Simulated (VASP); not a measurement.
# Al2O3 (Pnnm) in VASP: further runs

Aim: see how the results for Al2O3 move with the level of theory and the settings. Levels: RPBE+D3(BJ), PBEsol+D3(BJ), revPBE+D3(BJ). Tasks: single point.

Everything below comes from runs of VASP 6.6.1. Logs are shortened: lines on timing, memory, paths and dates and some standing lists are left out, and cuts for length are marked.

### Step 1. The cell of the first run

The structure is orthorhombic, space group Pnnm (No. 58). The conventional cell has a = 4.621 Å, b = 9.388 Å, c = 2.999 Å, α = 90.00°, β = 90.00°, γ = 90.00°. Within 2.2 Å of Al (site symmetry m) lie 4 O at 1.68 to 1.80 Å. Within 2.2 Å of O (site symmetry 2/m) lie 2 Al at 1.68 Å. Within 2.4 Å of O (site symmetry m) lie 3 Al at 1.80 Å.

### Step 2. Single point, RPBE+D3(BJ)

File INCAR:

```
SYSTEM = Al2O3
PREC = Accurate
ENCUT = 520
EDIFF = 1E-6
ISMEAR = -1
SIGMA = 0.05
LREAL = .FALSE.
LASPH = .TRUE.
NELM = 80
ALGO = Normal
ISIF = 2
LWAVE = .FALSE.
LCHARG = .TRUE.
GGA = RP
IVDW = 12
LELF = .TRUE.
LVHAR = .TRUE.
NBANDS = 35
```

File KPOINTS:

```
regular mesh
0
G
  6 3 9
  0 0 0
```

File POSCAR:

```
Al2O3
1.0
    4.6207829569      0.0000000000      0.0000000000
    0.0000000000      9.3883560153      0.0000000000
    0.0000000000      0.0000000000      2.9987365631
Al O
4 6
Direct
    0.9664785985      0.8223301872      0.0000000000
    0.0335214015      0.1776698128      0.0000000000
    0.4664785985      0.6776698128      0.5000000000
    0.5335214015      0.3223301872      0.5000000000
    0.5000000000      0.5000000000      0.5000000000
    0.0983671621      0.7395033893      0.5000000000
    0.4016328379      0.2395033893      0.0000000000
    0.5983671621      0.7604966107      0.0000000000
    0.0000000000      0.0000000000      0.0000000000
    0.9016328379      0.2604966107      0.5000000000
```

Potentials or basis: VASP PAW PBE potentials, release 64 (Al, O).

Started as:

```console
$ cat potpaw_PBE.64/Al/POTCAR potpaw_PBE.64/O/POTCAR > POTCAR
$ mpirun -np 1 vasp_std > vasp.out
```

OUTCAR:

```text
SYSTEM = Al2O3
   PREC = Accurate
   ENCUT = 520
   EDIFF = 1E-6
   ISMEAR = -1
   LREAL = .FALSE.
   LASPH = .TRUE.
   NELM = 80
   ISIF = 2
   GGA = RP
   IVDW = 12
 IVDW          = 12

 ion  position               nearest neighbor table
   1  0.966  0.822  0.000-   9 1.68   6 1.80   6 1.80   8 1.80   3 3.07   3 3.07   3 3.07   3 3.07
                             2 3.35
   2  0.034  0.178  0.000-   9 1.68  10 1.80  10 1.80   7 1.80   4 3.07   4 3.07   4 3.07   4 3.07
                             1 3.35
   3  0.466  0.678  0.500-   5 1.68   8 1.80   8 1.80   6 1.80   1 3.07   1 3.07   1 3.07   1 3.07
                             4 3.35
   4  0.534  0.322  0.500-   5 1.68   7 1.80   7 1.80  10 1.80   2 3.07   2 3.07   2 3.07   2 3.07
                             3 3.35
   5  0.500  0.500  0.500-   3 1.68   4 1.68
   6  0.098  0.740  0.500-   1 1.80   1 1.80   3 1.80
   7  0.402  0.240  0.000-   4 1.80   4 1.80   2 1.80
   8  0.598  0.760  0.000-   3 1.80   3 1.80   1 1.80
   9  0.000  0.000  0.000-   1 1.68   2 1.68
  10  0.902  0.260  0.500-   2 1.80   2 1.80   4 1.80

  LATTYP: Found a simple orthorhombic cell.
 ALAT       =     2.9987365631
 B/A-ratio  =     1.5409099331
 C/A-ratio  =     3.1307705154

  Lattice vectors:

 A1 = (   0.0000000000,   0.0000000000,   2.9987365631)
 A2 = (   4.6207829569,   0.0000000000,   0.0000000000)
 A3 = (   0.0000000000,   9.3883560153,   0.0000000000)

Analysis of symmetry for initial positions (statically):
=====================================================================
 Subroutine PRICEL returns:
 Original cell was already a primitive cell.

 Routine SETGRP: Setting up the symmetry group for a
 simple orthorhombic supercell.

 Subroutine GETGRP returns: Found  8 space group operations
 (whereof  4 operations were pure point group operations)
 out of a pool of  8 trial point group operations.

The static configuration has the point symmetry C_2h.
 The point group associated with its full space group is D_2h.

Analysis of symmetry for dynamics (positions and initial velocities):
=====================================================================
 Subroutine PRICEL returns:
 Original cell was already a primitive cell.

 Routine SETGRP: Setting up the symmetry group for a
 simple orthorhombic supercell.

 Subroutine GETGRP returns: Found  8 space group operations
 (whereof  4 operations were pure point group operations)
 out of a pool of  8 trial point group operations.

The dynamic configuration has the point symmetry C_2h.
 The point group associated with its full space group is D_2h.

 Subroutine INISYM returns: Found  8 space group operations
 (whereof  4 operations are pure point group operations),
 and found     1 'primitive' translations

----------------------------------------------------------------------------------------

                                     Primitive cell

  volume of cell :     130.0899

  direct lattice vectors                    reciprocal lattice vectors
     4.620782957  0.000000000  0.000000000     0.216413541  0.000000000  0.000000000
     0.000000000  9.388356015  0.000000000     0.000000000  0.106514921  0.000000000
     0.000000000  0.000000000  2.998736563     0.000000000  0.000000000  0.333473774

  length of vectors
     4.620782957  9.388356015  2.998736563     0.216413541  0.106514921  0.333473774

  position of ions in fractional coordinates (direct lattice)
     0.966478598  0.822330187  0.000000000
     0.033521402  0.177669813  0.000000000
     0.466478598  0.677669813  0.500000000
     0.533521402  0.322330187  0.500000000
     0.500000000  0.500000000  0.500000000
     0.098367162  0.739503389  0.500000000
     0.401632838  0.239503389  0.000000000
     0.598367162  0.760496611  0.000000000
     0.000000000  0.000000000  0.000000000
     0.901632838  0.260496611  0.500000000

  ion indices of the primitive-cell ions
   primitive index   ion index
                 1           1
                 2           2
                 3           3
                 4           4
                 5           5
                 6           6
                 7           7
                 8           8
                 9           9
                10          10

----------------------------------------------------------------------------------------

 KPOINTS: regular mesh

Automatic generation of k-mesh.
 Grid dimensions read from file:
 generate k-points for:    6    3    9

 Generating k-lattice:

  Cartesian coordinates                     Fractional coordinates (reciprocal lattice)
     0.036068923  0.000000000  0.000000000     0.166666667  0.000000000  0.000000000
     0.000000000  0.035504974  0.000000000     0.000000000  0.333333333  0.000000000
     0.000000000  0.000000000  0.037052642     0.000000000  0.000000000  0.111111111

  Length of vectors
     0.036068923  0.035504974  0.037052642

  Shift w.r.t. Gamma in fractional coordinates (k-lattice)
     0.000000000  0.000000000  0.000000000

 Subroutine IBZKPT returns following result:
 ===========================================

 Found     40 irreducible k-points:

 Following reciprocal coordinates:
            Coordinates               Weight
  0.000000  0.000000  0.000000      1.000000
  0.166667  0.000000  0.000000      2.000000
  0.333333  0.000000  0.000000      2.000000
  0.500000  0.000000  0.000000      1.000000
  0.000000  0.333333  0.000000      2.000000
  0.166667  0.333333  0.000000      4.000000
[... 16 lines left out ...]
  0.333333  0.333333  0.222222      8.000000
  0.500000  0.333333  0.222222      4.000000
 [... further k-points ...]
   k-points           NKPTS =     40   k-points in BZ     NKDIM =     40   number of bands    NBANDS=     35
   number of dos      NEDOS =    301   number of ions     NIONS =     10
   total plane-waves  NPLWV =  60480
   dimension x,y,z NGX =    36 NGY =   70 NGZ =   24
   dimension x,y,z NGXF=    72 NGYF=  140 NGZF=   48
   ions per type =               4   6
   NGX,Y,Z   is equivalent  to a cutoff of  12.95, 12.40, 13.31 a.u.
   NGXF,Y,Z  is equivalent  to a cutoff of  25.90, 24.79, 26.61 a.u.
 SYSTEM =  Al2O3
   PREC   = accura    normal or accurate (medium, high low for compatibility)
   ISTART =      0    job   : 0-new  1-cont  2-samecut
   ICHARG =      2    charge: 1-file 2-atom 10-const
   ISPIN  =      1    spin polarized calculation?
   LNONCOLLINEAR =      F non collinear calculations
   LSORBIT =      F    spin-orbit coupling
   LASPH  =      T    aspherical Exc in radial PAW
   ENCUT  =  520.0 eV  38.22 Ry    6.18 a.u.   8.59 17.46  5.58*2*pi/ulx,y,z
   NELM   =     80;   NELMIN=  2; NELMDL= -5     # of ELM steps
   EDIFF  = 0.1E-05   stopping-criterion for ELM
   LREAL  =      F    real-space projection
   EDIFFG = 0.1E-04   stopping-criterion for IOM
   NSW    =      0    number of steps for IOM
   IBRION =     -1    ionic relax: 0-MD 1-quasi-New 2-CG
   NFREE  =      0    steps in history (QN), initial steepest desc. (CG)
   ISIF   =      2    stress and relaxation
   ISYM   =      2    0-nonsym 1-usesym 2-fastsym
   POTIM  = 0.5000    time-step for ionic-motion
   TEBEG  =    0.0;   TEEND  =   0.0 temperature during run
   PSTRESS=    0.0 pullay stress
   NELECT =      48.0000    total number of electrons
   NUPDOWN=      -1.0000    fix difference up-down
   EMIN   =  10.00;   EMAX   =-10.00  energy-range for DOS
   EFERMI =   0.00;   METHOD = LEGACY
   ISMEAR =    -1;   SIGMA  =   0.05  broadening in eV -4-tet -1-fermi 0-gaus
   EFERMI_NEDOS =   21; number of points for ismear=-14 and -15
   IALGO  =     38    algorithm
   IMIX   =      4    mixing-type and parameters
     AMIX     =   0.40;   BMIX     =  1.00
     AMIX_MAG =   1.60;   BMIX_MAG =  1.00
  volume/ion in A,a.u.               =      13.01        87.79
  Fermi-wavevector in a.u.,A,eV,Ry     =   1.174196  2.218910 18.758860  1.378737
  Thomas-Fermi vector in A             =   2.310597
   LORBIT       =      0    0 simple, 1 ext, 2 COOP (PROOUT), +10 PAW based schemes
   GGA     = RP    functional components
   LHFCALC =     F    Hartree Fock is set to
   AEXX    =    0.0000 exact exchange contribution
   IVDW    =    12    specifies the selected vdW correction
   LEPSILON=     F    determine dielectric tensor
   LRPA    =     F    only Hartree local field effects (RPA)
 non-spin polarized calculation
  energy-cutoff  :      520.00
  volume of cell :      130.09
 maximum number of plane-waves:      3535
 NGX is ok and might be reduce to    36
   NGX = 17   NGY = 35   NGZ = 11

 number of electron      48.0000027 magnetization

 Free energy of the ion-electron system (eV)
  ---------------------------------------------------
  ext. energy  EPLUGINS =         0.00000000
  ---------------------------------------------------
  free energy    TOTEN  =       -70.43875166 eV

  energy without entropy =      -70.43875166  energy(sigma->0) =      -70.43875166

 E-fermi :   3.6922     XC(G=0):  -8.7309

 val. band max:        2.6011724460   @ k =   0.0000   0.0000   0.0000
 cond. band min:       6.3943038417   @ k =   0.0000   0.0000   0.0000
 fundamental gap:      3.7931313957
 Fermi energy:         3.6922498213

 k-point     1 :       0.0000    0.0000    0.0000
  band No.  band energies     occupation
      1     -16.8869      2.00000
      2     -16.8180      2.00000
      3     -15.5120      2.00000
      4     -15.4962      2.00000
      5     -14.0447      2.00000
      6     -13.9185      2.00000
[... 27 lines left out ...]
     34      13.4860      0.00000
     35      14.5795      0.00000

 k-point     2 :       0.1667    0.0000    0.0000
  band No.  band energies     occupation
      1     -16.8088      2.00000
      2     -16.7414      2.00000
      3     -15.6239      2.00000
      4     -15.5996      2.00000
      5     -14.0307      2.00000
      6     -13.9235      2.00000
[... 27 lines left out ...]
     34      13.3991      0.00000
     35      14.0618      0.00000

 k-point     3 :       0.3333    0.0000    0.0000
  band No.  band energies     occupation
      1     -16.5874      2.00000
      2     -16.5250      2.00000
      3     -15.9094      2.00000
      4     -15.8693      2.00000
      5     -13.9988      2.00000
      6     -13.9389      2.00000
[... 27 lines left out ...]
     34      13.1424      0.00000
     35      13.7840      0.00000

 k-point     4 :       0.5000    0.0000    0.0000
  band No.  band energies     occupation
      1     -16.2637      2.00000
      2     -16.2637      2.00000
      3     -16.2102      2.00000
      4     -16.2102      2.00000
      5     -13.9650      2.00000
      6     -13.9650      2.00000
[... 27 lines left out ...]
     34      12.7429      0.00000
     35      14.0546      0.00000

 k-point     5 :       0.0000    0.3333    0.0000
  band No.  band energies     occupation
      1     -16.8702      2.00000
      2     -16.8358      2.00000
      3     -15.5076      2.00000
      4     -15.4999      2.00000
      5     -14.0131      2.00000
      6     -13.9501      2.00000
[... 638 lines left out ...]
 k-point    22 :       0.1667    0.3333    0.2222
  band No.  band energies     occupation
      1     -16.5119      2.00000
      2     -16.4846      2.00000
      3     -15.5706      2.00000
      4     -15.5649      2.00000
      5     -13.9027      2.00000
      6     -13.8562      2.00000
[... 27 lines left out ...]
     34      13.3584      0.00000
     35      14.1759      0.00000

 k-point    23 :       0.3333    0.3333    0.2222
  band No.  band energies     occupation
      1     -16.3280      2.00000
      2     -16.3038      2.00000
      3     -15.7858      2.00000
      4     -15.7735      2.00000
      5     -13.8878      2.00000
      6     -13.8613      2.00000
[... 27 lines left out ...]
     34      13.4069      0.00000
     35      14.0175      0.00000

 k-point    24 :       0.5000    0.3333    0.2222
  band No.  band energies     occupation
      1     -16.0724      2.00000
      2     -16.0724      2.00000
      3     -16.0377      2.00000
      4     -16.0377      2.00000
      5     -13.8721      2.00000
      6     -13.8721      2.00000
[... 27 lines left out ...]
     34      13.6409      0.00000
     35      13.8399      0.00000

 [... further k-points ...]

------------------------ aborting loop because EDIFF is reached ----------------------------------------

 Edisp (eV)   -6.08939

 E8    (eV) :    -3.5149

  FORCE on cell =-STRESS in cart. coord.  units (eV):
  Direction    XX          YY          ZZ          XY          YZ          ZX
  --------------------------------------------------------------------------------------
  -------------------------------------------------------------------------------------
  Total      -0.34677    -0.33632    -0.40800     0.00000     0.00000     0.00000
  in kB      -4.27074    -4.14209    -5.02488     0.00000     0.00000     0.00000
  external pressure =       -4.48 kB  Pullay stress =        0.00 kB

 VOLUME and BASIS-vectors are now :
 -----------------------------------------------------------------------------
  energy-cutoff  :      520.00
  volume of cell :      130.09
      direct lattice vectors                 reciprocal lattice vectors
     4.620782957  0.000000000  0.000000000     0.216413541  0.000000000  0.000000000
     0.000000000  9.388356015  0.000000000     0.000000000  0.106514921  0.000000000
     0.000000000  0.000000000  2.998736563     0.000000000  0.000000000  0.333473774

 POSITION                                       TOTAL-FORCE (eV/Angst)
 -----------------------------------------------------------------------------------
      4.46589      7.72033      0.00000        -0.013685     -0.010050      0.000000
      0.15490      1.66803      0.00000         0.013685      0.010050      0.000000
      2.15550      6.36221      1.49937        -0.013685      0.010050      0.000000
      2.46529      3.02615      1.49937         0.013685     -0.010050      0.000000
      2.31039      4.69418      1.49937         0.000000     -0.000000      0.000000
      0.45453      6.94272      1.49937         0.013862      0.022308     -0.000000
      1.85586      2.24854      0.00000        -0.013862      0.022308      0.000000
      2.76492      7.13981      0.00000         0.013862     -0.022308     -0.000000
      0.00000      0.00000      0.00000         0.000000     -0.000000      0.000000
      4.16625      2.44563      1.49937        -0.013862     -0.022308      0.000000
 -----------------------------------------------------------------------------------
    total drift:                                0.000000     -0.000000     -0.000000

  FREE ENERGIE OF THE ION-ELECTRON SYSTEM (eV)
  ---------------------------------------------------
  free  energy   TOTEN  =       -76.5281422073 eV

  energy  without entropy=      -76.5281422071  energy(sigma->0) =      -76.52814221
```

Run time: 80 s. Hardware: 1 thread of Intel Xeon 6975P-C (Granite Rapids), shared host; peak memory 0.31 GiB.

What came out:

```
Free energy                : -76.5281 eV
Pressure                   : -0.4 GPa
Largest force              : 0.026 eV/Å
Band gap on the k mesh     : 3.79 eV
Dispersion energy per atom : -0.609 eV
```

Forces in eV/Å, atoms in the order of the input:
```
Al  -0.014 -0.010  0.000
Al   0.014  0.010  0.000
Al  -0.014  0.010  0.000
Al   0.014 -0.010  0.000
O    0.000  0.000  0.000
O    0.014  0.022  0.000
O   -0.014  0.022  0.000
O    0.014 -0.022  0.000
O    0.000  0.000  0.000
O   -0.014 -0.022  0.000
```

Stress tensor (GPa, compression positive):
```
-0.43  0.00  0.00
 0.00 -0.41  0.00
 0.00  0.00 -0.50
```

Levels at points of the mesh, in eV from the valence-band top:
```tsv
k point	band 20	band 21	band 22	band 23	band 24	band 25	band 26	band 27	band 28	band 29
(0.00, 0.00, 0.00)	-1.66	-1.18	-0.86	-0.06	0.00	3.79	5.47	6.61	7.53	7.57
(0.50, 0.00, 0.00)	-2.58	-1.03	-1.03	-0.02	-0.02	6.29	6.29	6.83	6.83	8.14
```

Caveat: the PAW data sets were made with another functional, which shifts forces and pressure a little.

### Step 3. Single point, PBEsol+D3(BJ)

This run uses another cell than the first one, of 12.86 Å³/atom.

Edit INCAR of step 2 so:

```diff
@@ -12,7 +12,5 @@
 LWAVE = .FALSE.
-LCHARG = .TRUE.
-GGA = RP
+LCHARG = .FALSE.
+GGA = PS
 IVDW = 12
-LELF = .TRUE.
-LVHAR = .TRUE.
 NBANDS = 35
```

File KPOINTS:

```
Automatic mesh
0
G
  5 3 7
  0 0 0
```

File POSCAR:

```
Al2O3
1.0
    4.5040748421      0.0000000000      0.0000000000
    0.0000000000      9.5380464894      0.0000000000
    0.0000000000      0.0000000000      2.9930506079
Al O
4 6
Direct
    1.1252698741      0.8346446278      0.0000000000
   -0.1252698741      0.1653553722      0.0000000000
    0.6252698741      0.6653553722      0.5000000000
    0.3747301259      0.3346446278      0.5000000000
    0.5000000000      0.5000000000      0.5000000000
    0.3206898835      0.7882656056      0.5000000000
    0.1793101165      0.2882656056      0.0000000000
    0.8206898835      0.7117343944      0.0000000000
    0.0000000000      0.0000000000      0.0000000000
    0.6793101165      0.2117343944      0.5000000000
```

Potentials or basis: VASP PAW PBE potentials, release 64 (Al, O).

Started as:

```console
$ cat potpaw_PBE.64/Al/POTCAR potpaw_PBE.64/O/POTCAR > POTCAR
$ mpirun -np 1 vasp_std > vasp.out
```

Run time: 49 s. Hardware: 1 thread of Intel Xeon 6975P-C (Granite Rapids), shared host; peak memory 0.27 GiB.

Results (log left out):

```yaml
Free_energy: -78.2118 eV
Pressure: 0.3 GPa
Largest_force: 0.049 eV/Å
Band_gap_on_the_k_mesh: 3.46 eV
Dispersion_energy_per_atom: -0.128 eV
```

Forces on the atoms (eV/Å):
```
Al   0.020 -0.045  0.000
Al  -0.020  0.045  0.000
Al   0.020  0.045  0.000
Al  -0.020 -0.045  0.000
O    0.000  0.000  0.000
O    0.006 -0.006  0.000
O   -0.006 -0.006  0.000
O    0.006  0.006  0.000
O    0.000  0.000  0.000
O   -0.006  0.006  0.000
```

Stress tensor (GPa, compression positive):
```
0.10 0.00 0.00
0.00 0.54 0.00
0.00 0.00 0.11
```

Levels at points of the mesh, in eV from the valence-band top:
```tsv
k point	band 20	band 21	band 22	band 23	band 24	band 25	band 26	band 27	band 28	band 29
(0.00, 0.00, 0.00)	-1.82	-1.30	-0.64	-0.06	0.00	3.46	5.31	5.98	6.50	6.81
```

Caveat: the PAW data sets were made with another functional, which shifts forces and pressure a little. A k mesh can miss the band edges.

(Part 1 of 2 ends here.)
